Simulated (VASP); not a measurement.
# BaTiO3 (Barioperovskite) (Amm2) in VASP: notebook, part 3 of 3

VASP 6.6.1. Earlier steps stand in the parts before.

## (5) Single point, PBEsol+U

This run uses another cell than the first one, of 12.87 Å³/atom, 1.030 times its volume.

The input, INCAR:

```
ALGO     = Normal         # electronic algorithm
EDIFF    = 1E-6           # SCF threshold, eV
ENCUT    = 520            # plane-wave cutoff, eV
GGA      = PS             # functional
ISIF     = 2              # what is computed and relaxed
ISMEAR   = -1             # smearing method
LASPH    = True           # aspherical terms in the spheres
LCHARG   = False          # write CHGCAR
LDAU     = True           # DFT+U
LDAUJ    = 0 0 0        
LDAUL    = -1 2 -1        # shell
LDAUPRINT= 1            
LDAUTYPE = 2            
LDAUU    = 0 3 0          # U, eV
LMAXMIX  = 4              # l up to which the mixer works
LREAL    = False          # projectors in reciprocal space
LWAVE    = False          # write WAVECAR
NBANDS   = 28             # bands
NELM     = 150            # most SCF steps
PREC     = Accurate       # precision mode
SIGMA    = 0.05           # smearing width, eV
```

The input, KPOINTS:

```
k-points
0
Gamma
  7 7 7
```

The input, POSCAR:

```
BaTiO3
1.0
    3.9855000000      0.0000000000      0.0000000000
    0.0000000000      2.8369000000      2.8451500000
    0.0000000000     -2.8369000000      2.8451500000
Ba Ti O
1 1 3
Direct
    0.0000000000      0.0000000000      0.0000000000
    0.5000000000      0.5124000000      0.5124000000
    0.5000000000      0.9918400000      0.5052400000
    0.5000000000      0.5052400000      0.9918400000
    0.0000000000      0.4874000000      0.4874000000
```

Potentials or basis: VASP PAW PBE potentials, release 64 (Ba_sv, Ti_sv, O).

The run is started by

```console
> cat potpaw_PBE.64/Ba_sv/POTCAR potpaw_PBE.64/Ti_sv/POTCAR potpaw_PBE.64/O/POTCAR > POTCAR
> mpirun -np 1 vasp_std > vasp.out
```

OUTCAR:

```text
EDIFF = 1E-6
   ENCUT = 520
   GGA = PS
   ISIF = 2
   ISMEAR = -1
   LASPH = True
   LREAL = False
   NELM = 150
   PREC = Accurate

 ion  position               nearest neighbor table
   1  0.000  0.000  0.000-   5 2.77   4 2.81   3 2.81   3 2.81   4 2.81   5 2.84   5 2.84   4 2.84
                             3 2.84   3 2.84   4 2.84   5 2.92   2 3.42   2 3.42   2 3.47   2 3.47
   2  0.500  0.512  0.512-   3 1.93   4 1.93   5 2.00   5 2.00   3 2.09   4 2.09   1 3.42   1 3.42
                             1 3.47   1 3.47   1 3.47   1 3.47   1 3.53   1 3.53
   3  0.500  0.992  0.505-   2 1.93   2 2.09   1 2.81   1 2.81   1 2.84   1 2.84
   4  0.500  0.505  0.992-   2 1.93   2 2.09   1 2.81   1 2.81   1 2.84   1 2.84
   5  0.000  0.487  0.487-   2 2.00   2 2.00   1 2.77   1 2.84   1 2.84   1 2.92

  LATTYP: Found a base centered orthorhombic cell.
 ALAT       =     5.6738000000
 B/A-ratio  =     1.0029081039
 C/A-ratio  =     0.7024392823

  Lattice vectors:

 A1 = (   0.0000000000,   2.8369000000,  -2.8451500000)
 A2 = (   0.0000000000,   2.8369000000,   2.8451500000)
 A3 = (   3.9855000000,   0.0000000000,   0.0000000000)
[... 217 lines left out ...]

 E-fermi :   4.8228     XC(G=0): -11.5001

 val. band max:        3.6944354145   @ k =   0.4286   0.4286   0.4286
 cond. band min:       5.9033142707   @ k =   0.0000   0.0000   0.0000
 fundamental gap:      2.2088788562
 Fermi energy:         4.8227579477

 k-point     1 :       0.0000    0.0000    0.0000
  band No.  band energies     occupation
      1     -53.3485      2.00000
      2     -29.6502      2.00000
      3     -29.6496      2.00000
      4     -29.6343      2.00000
      5     -21.0130      2.00000
      6     -13.0836      2.00000
[... 733 lines left out ...]
     27      11.9874      0.00000
     28      12.1512      0.00000

 [... further k-points ...]

------------------------ aborting loop because EDIFF is reached ----------------------------------------

  FORCE on cell =-STRESS in cart. coord.  units (eV):
  Direction    XX          YY          ZZ          XY          YZ          ZX
  --------------------------------------------------------------------------------------
  -------------------------------------------------------------------------------------
  Total        0.1492023      0.2238654     -0.0418584      0.0000000      0.0000000      0.0000000
  in kB        3.7155590      5.5748811     -1.0423913      0.0000000      0.0000000      0.0000000
  external PRESSURE =       2.7493496 kB  Pullay stress =       0.0000000 kB

 VOLUME and BASIS-vectors are now :
 -----------------------------------------------------------------------------
  energy-cutoff  :      520.00
  volume of cell :       64.34
      direct lattice vectors                 reciprocal lattice vectors
     3.985500000  0.000000000  0.000000000     0.250909547  0.000000000  0.000000000
     0.000000000  2.836900000  2.845150000     0.000000000  0.176248722  0.175737659
     0.000000000 -2.836900000  2.845150000     0.000000000 -0.176248722  0.175737659

 POSITION                                       TOTAL-FORCE (eV/Angst)
 -----------------------------------------------------------------------------------
      0.00000      0.00000      0.00000         0.000000      0.000000      0.164888
      1.99275      0.00000      2.91571         0.000000      0.000000     -0.270765
      1.99275      1.38044      4.25942         0.000000      0.187731     -0.063101
      1.99275     -1.38044      4.25942         0.000000     -0.187731     -0.063101
      0.00000      0.00000      2.77345         0.000000      0.000000      0.232080
 -----------------------------------------------------------------------------------
    total drift:                                0.000000      0.000001      0.000653

  FREE ENERGIE OF THE ION-ELECTRON SYSTEM (eV)
  ---------------------------------------------------
  free  energy   TOTEN  =       -39.9160187276 eV

  energy  without entropy=      -39.9160187275  energy(sigma->0) =      -39.91601873
```

OSZICAR:

```text
N       E                     dE             d eps       ncg     rms          rms(c)
DAV:   1     0.440644621913E+03    0.44064E+03   -0.20748E+04  3584   0.155E+03
DAV:   2    -0.447576007774E+01   -0.44512E+03   -0.42409E+03  4140   0.431E+02
DAV:   3    -0.487714399984E+02   -0.44296E+02   -0.43897E+02  5012   0.134E+02
DAV:   4    -0.508780926169E+02   -0.21067E+01   -0.21021E+01  5424   0.250E+01
DAV:   5    -0.509401933367E+02   -0.62101E-01   -0.62088E-01  4916   0.340E+00    0.231E+01
DAV:   6    -0.399162200792E+02    0.11024E+02   -0.53173E+01  5364   0.663E+01    0.916E+00
DAV:   7    -0.400005664973E+02   -0.84346E-01   -0.70167E+00  4732   0.164E+01    0.591E+00
DAV:   8    -0.399677662454E+02    0.32800E-01   -0.14159E+00  4356   0.107E+01    0.239E+00
DAV:   9    -0.399227802385E+02    0.44986E-01   -0.23512E-01  4372   0.461E+00    0.967E-01
DAV:  10    -0.399307257153E+02   -0.79455E-02   -0.11001E-01  4044   0.201E+00    0.104E+00
DAV:  11    -0.399164798974E+02    0.14246E-01   -0.67778E-02  4632   0.232E+00    0.203E-01
DAV:  12    -0.399160069499E+02    0.47295E-03   -0.32686E-03  4324   0.549E-01    0.482E-02
DAV:  13    -0.399160223497E+02   -0.15400E-04   -0.31781E-04  4856   0.108E-01    0.345E-02
DAV:  14    -0.399160193795E+02    0.29702E-05   -0.52849E-05  5108   0.704E-02    0.966E-03
DAV:  15    -0.399160187276E+02    0.65191E-06   -0.46792E-06  4144   0.186E-02
   1 F= -.39916019E+02 E0= -.39916019E+02  d E =-.361982E-10
```

stdout:

```text
POSCAR found type information on POSCAR BaTiO
 POSCAR found :  3 types and       5 ions
 scaLAPACK will be used
 -----------------------------------------------------------------------------
|                                                                             |
|                                                                             |
|     You enforced a specific xc type in the INCAR file but a different       |
|     I HOPE YOU KNOW WHAT YOU ARE DOING!                                     |
|                                                                             |
 -----------------------------------------------------------------------------

 LDA part: xc-table for (Slater+PW92), standard interpolation
 POSCAR, INCAR and KPOINTS ok, starting setup
 FFT: planning ... GRIDC
 FFT: planning ... GRID_SOFT
 FFT: planning ... GRID
 WAVECAR not read
 entering main loop
```

It took 48 s on 1 thread of Intel Xeon 6975P-C (Granite Rapids), shared host; peak memory 0.25 GiB.

What came out:

- Free energy: -39.9160 eV
- Pressure: 0.3 GPa
- Largest force: 0.271 eV/Å
- Band gap on the k mesh: 2.21 eV, indirect (least direct gap 2.37 eV)

Forces on the atoms (eV/Å):
```
Ba   0.000  0.000  0.165
Ti   0.000  0.000 -0.271
O    0.000  0.188 -0.063
O    0.000 -0.188 -0.063
O    0.000  0.000  0.232
```

Stress tensor (GPa, compression positive):
```
 0.37  0.00  0.00
 0.00  0.56  0.00
 0.00  0.00 -0.10
```

Eigenvalues of the final occupation matrices:
```csv
site,spin,trace,eigenvalues
site 2 d,1,0.82,0.11 0.11 0.11 0.24 0.24
site 2 d,2,0.82,0.11 0.11 0.11 0.24 0.24
```

Caveat: the PAW data sets were made with another functional, which shifts forces and pressure a little; spin-orbit coupling is left out, which moves the levels of the heavy elements. A k mesh can miss the band edges.

## (6) The runs side by side

| level | U | cell | gap on the mesh (eV) | pressure (GPa) | largest force (eV/Å) |
| --- | --- | --- | --- | --- | --- |
| PBEsol | - | a = 3.942, b = 3.980, c = 3.980 Å, angles 89.9, 90.0, 90.0°, 5 atoms | 2.10 | 4.1 | 0.05 |
| PBEsol | - | a = 3.950, b = 4.007, c = 4.007 Å, angles 89.8, 90.0, 90.0°, 5 atoms | 2.17 | 1.9 | 0.06 |
| PBEsol+U | Ti d U = 2.0 eV | a = 3.986, b = 4.018, c = 4.018 Å, angles 89.8, 90.0, 90.0°, 5 atoms | 2.09 | -0.4 | 0.23 |
| PBEsol+U | Ti d U = 3.0 eV | a = 3.986, b = 4.018, c = 4.018 Å, angles 89.8, 90.0, 90.0°, 5 atoms | 2.21 | 0.3 | 0.27 |

Alike in all rows: task single point; potentials or basis VASP PAW PBE potentials, release 64 (Ba_sv, Ti_sv, O); no spin polarisation; k mesh 7 × 7 × 7; cutoff (eV) 520; smearing fermi-dirac 0.05 eV.

Caveats: the PAW data sets were made with another functional, which shifts forces and pressure a little; spin-orbit coupling is left out, which moves the levels of the heavy elements.

Absolute energies hang on the potentials; compare differences alone.
